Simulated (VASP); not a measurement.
Ag: single point with PBE

Crystal: Ag.

```
CELL_PARAMETERS angstrom
3.02492 0.00000 0.00000
-1.51246 2.61966 0.00000
0.00000 0.00000 9.70696
ATOMIC_POSITIONS crystal
Ag 0.33333 0.66667 0.25000
Ag 0.66667 0.33333 0.75000
Ag 0.00000 0.00000 0.00000
Ag 0.00000 0.00000 0.50000
```

This cell differs from its parent crystal: strain +0.030 along x and y, +0.015 along z.

| Quantity | Value |
| --- | --- |
| Program | VASP 6.6.1 |
| Task | single point |
| Functional | PBE |
| Potentials or basis | VASP PAW PBE potentials, release 64 (Ag) |
| Cutoff | 520 eV |
| k mesh | 18 × 18 × 6 |
| Occupations | gaussian, width 0.15 eV |
| Spin | no spin polarisation |

The pressure is -5.4 GPa. The band gap on the k mesh is zero (band 22 reaches 9.89 eV, above the bottom of band 23 at 3.89 eV).

Stress tensor (GPa, compression positive):
```
-5.77  0.00  0.00
 0.00 -5.77  0.00
 0.00  0.00 -4.65
```

Levels at points of the mesh, in eV from the Fermi level:
```
           k point  band 20  band 21  band 22  band 23  band 24  band 25
(0.00, 0.00, 0.00)    -3.30    -3.30    -2.97    -2.97     0.03     3.20
(0.50, 0.00, 0.00)    -2.80    -0.02     0.82     0.90     1.38     3.64
(0.00, 0.00, 0.50)    -3.11    -3.11    -3.11    -2.07    -2.07     6.08
(0.50, 0.00, 0.50)    -2.86     0.29     0.29     1.23     1.23     4.23
```

Wall time 90 s on 1 thread of Intel(R) Xeon(R) 6975P-C (Granite Rapids) (shared host), peak memory 0.37 GiB.

Caveat: the cell differs from its parent crystal (strain +0.030 along x and y, +0.015 along z).
